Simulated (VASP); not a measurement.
# MgSe (Fm-3m) in VASP: a series of runs

The runs below take MgSe through single point, with BLYP+D3(BJ).

All numbers are computed with VASP 6.6.1; they aren't measurements. Logs are shortened: lines on timing, memory, paths and dates and some standing lists are left out, and cuts for length are marked.

## Step 1: The cell of the first run

It takes space group Fm-3m (No. 225, cubic). The conventional cell has a = 5.350 Å, b = 5.350 Å, c = 5.350 Å, α = 90.00°, β = 90.00°, γ = 90.00°. Within 3.5 Å of Mg (site symmetry m-3m) lie 6 Se at 2.67 Å. Se (site symmetry m-3m) has 6 Mg at 2.67 Å within 3.5 Å.

## Step 2: Single point, BLYP+D3(BJ) (19.14 Å³/atom)

INCAR reads:

```
SYSTEM = MgSe
PREC = Accurate
ENCUT = 600
EDIFF = 1E-6
ISMEAR = 0
SIGMA = 0.05
LREAL = .FALSE.
LASPH = .TRUE.
NELM = 120
ALGO = Normal
ISIF = 2
LWAVE = .FALSE.
LCHARG = .FALSE.
GGA = B5
ALDAX = 1.0
AGGAX = 1.0
AGGAC = 1.0
ALDAC = 0.0
IVDW = 12
VDW_S6 = 1.0
VDW_S8 = 2.6996
VDW_A1 = 0.4298
VDW_A2 = 4.2359
NBANDS = 11
GGA_COMPAT = .FALSE.
```

KPOINTS reads:

```
Automatic mesh
0
G
  8 8 8
  0 0 0
```

POSCAR reads:

```
MgSe
1.0
    0.0000000000      2.6747986890      2.6747986890
    2.6747986890      0.0000000000      2.6747986890
    2.6747986890      2.6747986890      0.0000000000
Mg Se
1 1
Direct
    0.0000000000      0.0000000000      0.0000000000
    0.5000000000      0.5000000000      0.5000000000
```

Potentials or basis: VASP PAW PBE potentials, release 64 (Mg, Se).

Command:

```
$ cat potpaw_PBE.64/Mg/POTCAR potpaw_PBE.64/Se/POTCAR > POTCAR
$ mpirun -np 1 vasp_std > vasp.out
```

OUTCAR:

```text
SYSTEM = MgSe
   PREC = Accurate
   ENCUT = 600
   EDIFF = 1E-6
   ISMEAR = 0
   LREAL = .FALSE.
   LASPH = .TRUE.
   NELM = 120
   ISIF = 2
   GGA = B5
   IVDW = 12
 IVDW          = 12

 ion  position               nearest neighbor table
   1  0.000  0.000  0.000-   2 2.67   2 2.67   2 2.67   2 2.67   2 2.67   2 2.67
   2  0.500  0.500  0.500-   1 2.67   1 2.67   1 2.67   1 2.67   1 2.67   1 2.67

  LATTYP: Found a face centered cubic cell.
 ALAT       =     5.3495973780

  Lattice vectors:

 A1 = (   0.0000000000,   2.6747986890,   2.6747986890)
 A2 = (   2.6747986890,   0.0000000000,   2.6747986890)
 A3 = (   2.6747986890,   2.6747986890,   0.0000000000)

Analysis of symmetry for initial positions (statically):
=====================================================================
 Subroutine PRICEL returns:
 Original cell was already a primitive cell.

 Routine SETGRP: Setting up the symmetry group for a
 face centered cubic supercell.

 Subroutine GETGRP returns: Found 48 space group operations
 (whereof 48 operations were pure point group operations)
 out of a pool of 48 trial point group operations.

The static configuration has the point symmetry O_h .

Analysis of symmetry for dynamics (positions and initial velocities):
=====================================================================
 Subroutine PRICEL returns:
 Original cell was already a primitive cell.

 Routine SETGRP: Setting up the symmetry group for a
 face centered cubic supercell.

 Subroutine GETGRP returns: Found 48 space group operations
 (whereof 48 operations were pure point group operations)
 out of a pool of 48 trial point group operations.

The dynamic configuration has the point symmetry O_h .

 Subroutine INISYM returns: Found 48 space group operations
 (whereof 48 operations are pure point group operations),
 and found     1 'primitive' translations

----------------------------------------------------------------------------------------

                                     Primitive cell

  volume of cell :      38.2740

  direct lattice vectors                    reciprocal lattice vectors
     0.000000000  2.674798689  2.674798689    -0.186929956  0.186929956  0.186929956
     2.674798689  0.000000000  2.674798689     0.186929956 -0.186929956  0.186929956
     2.674798689  2.674798689  0.000000000     0.186929956  0.186929956 -0.186929956

  length of vectors
     3.782736583  3.782736583  3.782736583     0.323772180  0.323772180  0.323772180

  position of ions in fractional coordinates (direct lattice)
     0.000000000  0.000000000  0.000000000
     0.500000000  0.500000000  0.500000000

  ion indices of the primitive-cell ions
   primitive index   ion index
                 1           1
                 2           2

----------------------------------------------------------------------------------------

 KPOINTS: Automatic mesh

Automatic generation of k-mesh.
 Grid dimensions read from file:
 generate k-points for:    8    8    8

 Generating k-lattice:

  Cartesian coordinates                     Fractional coordinates (reciprocal lattice)
    -0.023366244  0.023366244  0.023366244     0.125000000  0.000000000  0.000000000
     0.023366244 -0.023366244  0.023366244     0.000000000  0.125000000  0.000000000
     0.023366244  0.023366244 -0.023366244     0.000000000  0.000000000  0.125000000

  Length of vectors
     0.040471523  0.040471523  0.040471523

  Shift w.r.t. Gamma in fractional coordinates (k-lattice)
     0.000000000  0.000000000  0.000000000

 Subroutine IBZKPT returns following result:
 ===========================================

 Found     29 irreducible k-points:

 Following reciprocal coordinates:
            Coordinates               Weight
  0.000000  0.000000  0.000000      1.000000
  0.125000  0.000000  0.000000      8.000000
  0.250000  0.000000  0.000000      8.000000
  0.375000  0.000000  0.000000      8.000000
  0.500000  0.000000  0.000000      4.000000
  0.125000  0.125000  0.000000      6.000000
[... 16 lines left out ...]
  0.500000  0.250000  0.125000     48.000000
 -0.375000  0.250000  0.125000     24.000000
 [... further k-points ...]
   k-points           NKPTS =     29   k-points in BZ     NKDIM =     29   number of bands    NBANDS=     11
   number of dos      NEDOS =    301   number of ions     NIONS =      2
   total plane-waves  NPLWV =  27000
   dimension x,y,z NGX =    30 NGY =   30 NGZ =   30
   dimension x,y,z NGXF=    60 NGYF=   60 NGZF=   60
   ions per type =               1   1
   NGX,Y,Z   is equivalent  to a cutoff of  13.18, 13.18, 13.18 a.u.
   NGXF,Y,Z  is equivalent  to a cutoff of  26.37, 26.37, 26.37 a.u.
 SYSTEM =  MgSe
   PREC   = accura    normal or accurate (medium, high low for compatibility)
   ISTART =      0    job   : 0-new  1-cont  2-samecut
   ICHARG =      2    charge: 1-file 2-atom 10-const
   ISPIN  =      1    spin polarized calculation?
   LNONCOLLINEAR =      F non collinear calculations
   LSORBIT =      F    spin-orbit coupling
   LASPH  =      T    aspherical Exc in radial PAW
   ENCUT  =  600.0 eV  44.10 Ry    6.64 a.u.   7.56  7.56  7.56*2*pi/ulx,y,z
   NELM   =    120;   NELMIN=  2; NELMDL= -5     # of ELM steps
   EDIFF  = 0.1E-05   stopping-criterion for ELM
   LREAL  =      F    real-space projection
[... 7 lines left out ...]
   TEBEG  =    0.0;   TEEND  =   0.0 temperature during run
   PSTRESS=    0.0 pullay stress
   NELECT =       8.0000    total number of electrons
   NUPDOWN=      -1.0000    fix difference up-down
   EMIN   =  10.00;   EMAX   =-10.00  energy-range for DOS
   EFERMI =   0.00;   METHOD = LEGACY
   ISMEAR =     0;   SIGMA  =   0.05  broadening in eV -4-tet -1-fermi 0-gaus
   EFERMI_NEDOS =   21; number of points for ismear=-14 and -15
   IALGO  =     38    algorithm
   IMIX   =      4    mixing-type and parameters
     AMIX     =   0.40;   BMIX     =  1.00
     AMIX_MAG =   1.60;   BMIX_MAG =  1.00
  volume/ion in A,a.u.               =      19.14       129.14
  Fermi-wavevector in a.u.,A,eV,Ry     =   0.971562  1.835985 12.842977  0.943932
  Thomas-Fermi vector in A             =   2.101789
   LORBIT       =      0    0 simple, 1 ext, 2 COOP (PROOUT), +10 PAW based schemes
   GGA     = B5    functional components
   LHFCALC =     F    Hartree Fock is set to
   AEXX    =    0.0000 exact exchange contribution
   IVDW    =    12    specifies the selected vdW correction
   LEPSILON=     F    determine dielectric tensor
   LRPA    =     F    only Hartree local field effects (RPA)
 non-spin polarized calculation
 Gauss-broadening in eV      SIGMA  =   0.05
  energy-cutoff  :      600.00
  volume of cell :       38.27
 maximum number of plane-waves:      1303
   NGX = 15   NGY = 15   NGZ = 15

 number of electron       7.9999999 magnetization

 Free energy of the ion-electron system (eV)
  ---------------------------------------------------
  ext. energy  EPLUGINS =         0.00000000
  ---------------------------------------------------
  free energy    TOTEN  =        -6.29071299 eV

  energy without entropy =       -6.29071299  energy(sigma->0) =       -6.29071299

 E-fermi :   4.3703     XC(G=0):  -9.1298

 val. band max:        4.1137783790   @ k =   0.0000   0.0000   0.0000
 cond. band min:       6.0850749546   @ k =   0.5000   0.5000   0.0000
 fundamental gap:      1.9712965756
 Fermi energy:         4.3703102785

 k-point     1 :       0.0000    0.0000    0.0000
  band No.  band energies     occupation
      1      -9.1037      2.00000
      2       4.1138      2.00000
      3       4.1138      2.00000
      4       4.1138      2.00000
      5       7.2899      0.00000
      6      11.7229      0.00000
      7      11.7229      0.00000
      8      11.7229      0.00000
      9      14.2577      0.00000
     10      14.2577      0.00000
     11      15.7392      0.00000

 k-point     2 :       0.1250    0.0000    0.0000
  band No.  band energies     occupation
      1      -8.9601      2.00000
      2       2.9029      2.00000
      3       4.0042      2.00000
      4       4.0042      2.00000
      5       8.2108      0.00000
      6      11.4954      0.00000
      7      11.9669      0.00000
      8      11.9669      0.00000
      9      13.3186      0.00000
     10      13.3186      0.00000
     11      15.3998      0.00000

 k-point     3 :       0.2500    0.0000    0.0000
  band No.  band energies     occupation
      1      -8.5730      2.00000
      2       1.0283      2.00000
      3       3.7672      2.00000
      4       3.7672      2.00000
      5       8.6775      0.00000
      6      11.4075      0.00000
      7      11.4075      0.00000
      8      12.3708      0.00000
      9      13.9727      0.00000
     10      13.9727      0.00000
     11      14.6081      0.00000

 k-point     4 :       0.3750    0.0000    0.0000
  band No.  band energies     occupation
      1      -8.1047      2.00000
      2      -0.4510      2.00000
      3       3.5606      2.00000
      4       3.5606      2.00000
      5       8.4461      0.00000
      6      10.6798      0.00000
      7      10.6798      0.00000
      8      13.3221      0.00000
      9      15.0543      0.00000
     10      15.9816      0.00000
     11      15.9816      0.00000
[... 239 lines left out ...]
 k-point    22 :       0.3750    0.2500    0.1250
  band No.  band energies     occupation
      1      -8.2706      2.00000
      2       0.7649      2.00000
      3       2.4993      2.00000
      4       3.3677      2.00000
      5       9.2725      0.00000
      6      10.4142      0.00000
      7      10.8215      0.00000
      8      12.9013      0.00000
      9      14.0026      0.00000
     10      17.0250      0.00000
     11      17.5769      0.00000

 k-point    23 :       0.5000    0.2500    0.1250
  band No.  band energies     occupation
      1      -7.8760      2.00000
      2      -0.0980      2.00000
      3       1.9388      2.00000
      4       3.0130      2.00000
      5       9.1169      0.00000
      6      10.1820      0.00000
      7      11.6786      0.00000
      8      12.8412      0.00000
      9      15.4907      0.00000
     10      17.2899      0.00000
     11      18.1216      0.00000

 k-point    24 :      -0.3750    0.2500    0.1250
  band No.  band energies     occupation
      1      -7.6891      2.00000
      2      -0.4942      2.00000
      3       1.7956      2.00000
      4       2.8284      2.00000
      5       9.0777      0.00000
      6       9.8915      0.00000
      7      12.2076      0.00000
      8      13.6724      0.00000
      9      15.6252      0.00000
     10      16.3807      0.00000
     11      18.8074      0.00000

 [... further k-points ...]

------------------------ aborting loop because EDIFF is reached ----------------------------------------

 Edisp (eV)   -1.78942

 E8    (eV) :    -1.3029

  FORCE on cell =-STRESS in cart. coord.  units (eV):
  Direction    XX          YY          ZZ          XY          YZ          ZX
  --------------------------------------------------------------------------------------
  -------------------------------------------------------------------------------------
  Total       0.37199     0.37199     0.37199     0.00000     0.00000    -0.00000
  in kB      15.57192    15.57192    15.57192     0.00000     0.00000    -0.00000
  external pressure =       15.57 kB  Pullay stress =        0.00 kB

 VOLUME and BASIS-vectors are now :
 -----------------------------------------------------------------------------
  energy-cutoff  :      600.00
  volume of cell :       38.27
      direct lattice vectors                 reciprocal lattice vectors
     0.000000000  2.674798689  2.674798689    -0.186929956  0.186929956  0.186929956
     2.674798689  0.000000000  2.674798689     0.186929956 -0.186929956  0.186929956
     2.674798689  2.674798689  0.000000000     0.186929956  0.186929956 -0.186929956

 POSITION                                       TOTAL-FORCE (eV/Angst)
 -----------------------------------------------------------------------------------
      0.00000      0.00000      0.00000        -0.000000     -0.000000      0.000000
      2.67480      2.67480      2.67480         0.000000      0.000000     -0.000000
 -----------------------------------------------------------------------------------
    total drift:                               -0.000000     -0.000000      0.000000

  FREE ENERGIE OF THE ION-ELECTRON SYSTEM (eV)
  ---------------------------------------------------
  free  energy   TOTEN  =        -8.0801297725 eV

  energy  without entropy=       -8.0801297725  energy(sigma->0) =       -8.08012977
```

It took 20 s on 1 thread of AMD EPYC 7R13 (Zen 3), shared host; peak memory 0.15 GiB.

What came out:

- Free energy: -8.0801 eV
- Pressure: 1.6 GPa
- Band gap on the k mesh: 1.97 eV (least direct gap 3.18 eV)
- Dispersion energy per atom: -0.895 eV

Levels at points of the mesh, in eV from the valence-band top:
```tsv
k point	band 1	band 2	band 3	band 4	band 5	band 6	band 7	band 8
(0.00, 0.00, 0.00)	-13.22	0.00	0.00	0.00	3.18	7.61	7.61	7.61
(0.50, 0.00, 0.00)	-11.99	-5.15	-0.63	-0.63	4.21	6.31	6.31	9.10
(0.50, 0.50, 0.00)	-11.64	-4.44	-1.88	-1.88	1.97	4.15	12.59	12.85
```

Caveat: the PAW data sets were made with another functional, which shifts forces and pressure a little. A k mesh can miss the band edges.

## Step 3: Single point, BLYP+D3(BJ) (18.75 Å³/atom)

This run uses another cell than the first one, of 18.75 Å³/atom.

INCAR reads:

```
AGGAC = 1.0
AGGAX = 1.0
ALDAC = 0.0
ALDAX = 1.0
ALGO = Normal
EDIFF = 1E-6
ENCUT = 600
GGA = B5
GGA_COMPAT = F
ISIF = 2
ISMEAR = 0
IVDW = 12
LASPH = T
LCHARG = F
LREAL = F
LWAVE = F
NBANDS = 11
NELM = 120
PREC = Accurate
SIGMA = 0.05
VDW_A1 = 0.4298
VDW_A2 = 4.2359
VDW_S6 = 1.0
VDW_S8 = 2.6996
```

KPOINTS reads:

```
k-points
0
Gamma
  8 8 8
```

POSCAR reads:

```
MgSe
1.0
    0.0000000000      2.6564775751      2.6564775751
    2.6564775751      0.0000000000      2.6564775751
    2.6564775751      2.6564775751      0.0000000000
Mg Se
1 1
Direct
    0.0000000000      0.0000000000      0.0000000000
    0.5000000000      0.5000000000      0.5000000000
```

Potentials or basis: VASP PAW PBE potentials, release 64 (Mg, Se).

Command:

```
$ cat potpaw_PBE.64/Mg/POTCAR potpaw_PBE.64/Se/POTCAR > POTCAR
$ mpirun -np 1 vasp_std > vasp.out
```

OUTCAR:

```text
EDIFF = 1E-6
   ENCUT = 600
   GGA = B5
   ISIF = 2
   ISMEAR = 0
   IVDW = 12
   LASPH = T
   LREAL = F
   NELM = 120
   PREC = Accurate
 IVDW          = 12

 ion  position               nearest neighbor table
   1  0.000  0.000  0.000-   2 2.66   2 2.66   2 2.66   2 2.66   2 2.66   2 2.66
   2  0.500  0.500  0.500-   1 2.66   1 2.66   1 2.66   1 2.66   1 2.66   1 2.66

  LATTYP: Found a face centered cubic cell.
 ALAT       =     5.3129551502

  Lattice vectors:

[... 523 lines left out ...]
------------------------ aborting loop because EDIFF is reached ----------------------------------------

 Edisp (eV)   -1.82708

 E8    (eV) :    -1.3302

  FORCE on cell =-STRESS in cart. coord.  units (eV):
  Direction    XX          YY          ZZ          XY          YZ          ZX
  --------------------------------------------------------------------------------------
  -------------------------------------------------------------------------------------
  Total       0.75252     0.75252     0.75252    -0.00000     0.00000     0.00000
  in kB      32.15724    32.15724    32.15724    -0.00000     0.00000     0.00000
  external pressure =       32.16 kB  Pullay stress =        0.00 kB

 VOLUME and BASIS-vectors are now :
 -----------------------------------------------------------------------------
  energy-cutoff  :      600.00
  volume of cell :       37.49
      direct lattice vectors                 reciprocal lattice vectors
     0.000000000  2.656477575  2.656477575    -0.188219168  0.188219168  0.188219168
     2.656477575  0.000000000  2.656477575     0.188219168 -0.188219168  0.188219168
     2.656477575  2.656477575  0.000000000     0.188219168  0.188219168 -0.188219168

 POSITION                                       TOTAL-FORCE (eV/Angst)
 -----------------------------------------------------------------------------------
      0.00000      0.00000      0.00000        -0.000000     -0.000000      0.000000
      2.65648      2.65648      2.65648         0.000000      0.000000      0.000000
 -----------------------------------------------------------------------------------
    total drift:                               -0.000000     -0.000000      0.000000

  FREE ENERGIE OF THE ION-ELECTRON SYSTEM (eV)
  ---------------------------------------------------
  free  energy   TOTEN  =        -8.0685141260 eV

  energy  without entropy=       -8.0685141260  energy(sigma->0) =       -8.06851413
```

It took 19 s on 1 thread of AMD EPYC 7R13 (Zen 3), shared host; peak memory 0.15 GiB.

What came out:

| Property | Result |
| --- | --- |
| Free energy | -8.0685 eV |
| Pressure | 3.2 GPa |
| Band gap on the k mesh | 2.01 eV (least direct gap 3.33 eV) |
| Dispersion energy per atom | -0.914 eV |

Levels at points of the mesh, in eV from the valence-band top:
```tsv
k point	band 2	band 3	band 4	band 5	band 6	band 7
(0.00, 0.00, 0.00)	0.00	0.00	0.00	3.33	7.60	7.60
(0.50, 0.00, 0.00)	-5.26	-0.66	-0.66	4.24	6.33	6.33
(0.50, 0.50, 0.00)	-4.55	-1.93	-1.93	2.01	4.08	12.80
```

Caveat: the cell stands under pressure; the PAW data sets were made with another functional, which shifts forces and pressure a little.
